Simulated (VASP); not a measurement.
Wanted: the native input for a VASP 6.6.1 run.

```
Task                   : single point
Functional             : PBE
Dispersion             : D3(BJ)
Potentials or basis    : VASP PAW PBE potentials, release 64 (Se, In_d)
Cutoff                 : 520 eV
k mesh                 : 9 × 9 × 1
Occupations            : gaussian, width 0.02 eV
Spin                   : no spin polarisation
Dipole correction      : yes
Further INCAR settings : ALGO = Normal; EDIFF = 1e-06; NBANDS = 27
```

The structure of InSe lies in POSCAR:

```
InSe
1.0
    4.1610000000      0.0000000000      0.0000000000
   -2.0805000000      3.6035317051      0.0000000000
    0.0000000000      0.0000000000     36.7211901288
Se In
2 2
Direct
    0.0000000000      0.0000000000      0.4234771694
    0.0000000000      0.0000000000      0.5764950858
    0.6666666667      0.3333333333      0.4602865666
    0.6666666667      0.3333333333      0.5396857446
```

These files were run (other wordings do the same):

INCAR

```
PREC     = Accurate       # precision mode
ENCUT    = 520            # plane-wave cutoff, eV
EDIFF    = 1E-6           # SCF threshold, eV
ISMEAR   = 0              # smearing method
SIGMA    = 0.02           # smearing width, eV
LREAL    = F              # projectors in reciprocal space
LASPH    = T              # aspherical terms in the spheres
NELM     = 100            # most SCF steps
ALGO     = Normal         # electronic algorithm
ISIF     = 2              # what is computed and relaxed
LWAVE    = F              # write WAVECAR
LCHARG   = F              # write CHGCAR
LDIPOL   = T            
IDIPOL   = 3            
DIPOL    = 0.5 0.5 0.500
GGA      = PE             # functional
IVDW     = 12             # dispersion correction
NBANDS   = 27             # bands
```

KPOINTS

```
Automatic mesh
0
Gamma
  9 9 1
```

Potentials or basis: VASP PAW PBE potentials, release 64 (Se, In_d).

Launch:

```sh
$ cat potpaw_PBE.64/Se/POTCAR potpaw_PBE.64/In_d/POTCAR > POTCAR
$ mpirun -np 1 vasp_std > vasp.out
```

Results of the run:

```
Largest force              : 0.719 eV/Å
Band gap on the k mesh     : 1.32 eV (least direct gap 1.37 eV)
Dispersion energy per atom : -0.200 eV
```

Caveat: spin-orbit coupling is left out, which moves the levels of the heavy elements.

It took 2.9 min on 1 thread of AMD EPYC 9R45 (Zen 5) (shared host), peak memory 0.61 GiB.
